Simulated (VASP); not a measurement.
Write the native input for VASP 6.6.1 that does the following.

- Task: single point
- Functional: PBE
- Potentials or basis: VASP PAW PBE potentials, release 64 (Nb_sv)
- Cutoff: 500 eV
- k mesh: 8 × 8 × 8
- Occupations: fermi-dirac, width 0.05 eV
- Spin: no spin polarisation
- Dipole correction: no
- Further INCAR settings: ALGO = Normal; EDIFF = 1e-06; NBANDS = 12

The structure of Nb lies in POSCAR:

```
Nb
1.0
   -1.6639500000      1.6639500000      1.6639500000
    1.6639500000     -1.6639500000      1.6639500000
    1.6639500000      1.6639500000     -1.6639500000
Nb
1
Direct
    0.0000000000      0.0000000000      0.0000000000
```

One way to write it, as run:

INCAR

```
SYSTEM = Nb
  PREC = Accurate
  ENCUT = 500
  EDIFF = 1E-6
  ISMEAR = -1
  SIGMA = 0.05
  LREAL = .FALSE.
  LASPH = .TRUE.
  NELM = 120
  ALGO = Normal
  ISIF = 2
  LWAVE = .FALSE.
  LCHARG = .FALSE.
  GGA = PE
  NBANDS = 12
  GGA_COMPAT = .FALSE.
```

KPOINTS

```
Automatic mesh
0
G
  8 8 8
  0 0 0
```

Potentials or basis: VASP PAW PBE potentials, release 64 (Nb_sv).

Launch:

```sh
$ cat potpaw_PBE.64/Nb_sv/POTCAR > POTCAR
$ mpirun -np 1 vasp_std > vasp.out
```

It gave:

```json
{
 "Pressure": "-2.7 GPa"
}
```

Run time: 3.1 s on 1 thread of Intel(R) Xeon(R) 6975P-C (Granite Rapids), on a shared host, peak memory 0.13 GiB.
